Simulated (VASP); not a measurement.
A run of VASP 6.6.1:

INCAR

```
  PREC = Accurate
  ENCUT = 500
  EDIFF = 1E-6
  ISMEAR = 0
  SIGMA = 0.1
  LREAL = False
  LASPH = True
  NELM = 120
  ALGO = Normal
  ISIF = 2
  LWAVE = False
  LCHARG = False
  GGA = PS
  NBANDS = 15
  GGA_COMPAT = False
```

File KPOINTS:

```
Automatic mesh
0
Gamma
  6 6 6
```

POSCAR

```
TiSi
1.0
    1.8161780000     -2.1176240000      0.0000000000
    1.8161780000      2.1176240000      0.0000000000
    0.0000000000      0.0000000000      3.8039340000
Ti Si
1 1
Direct
    0.5000000000      0.5000000000      0.0000000000
    0.0000000000      0.0000000000      0.5000000000
```

Potentials or basis: VASP PAW PBE potentials, release 64 (Ti_sv, Si).

Command:

```bash
$ cat potpaw_PBE.64/Ti_sv/POTCAR potpaw_PBE.64/Si/POTCAR > POTCAR
$ mpirun -np 1 vasp_std > vasp.out
```

Hardware: 1 thread of AMD EPYC 7R43 64-Core Processor (Zen 3), on a shared host.

Problem. Estimate the wall time of this run.

Solution. It took 20 s on 1 thread of AMD EPYC 7R43 64-Core Processor (Zen 3), on a shared host, peak memory 0.11 GiB. Counts: scf iterations 13, k points 52.
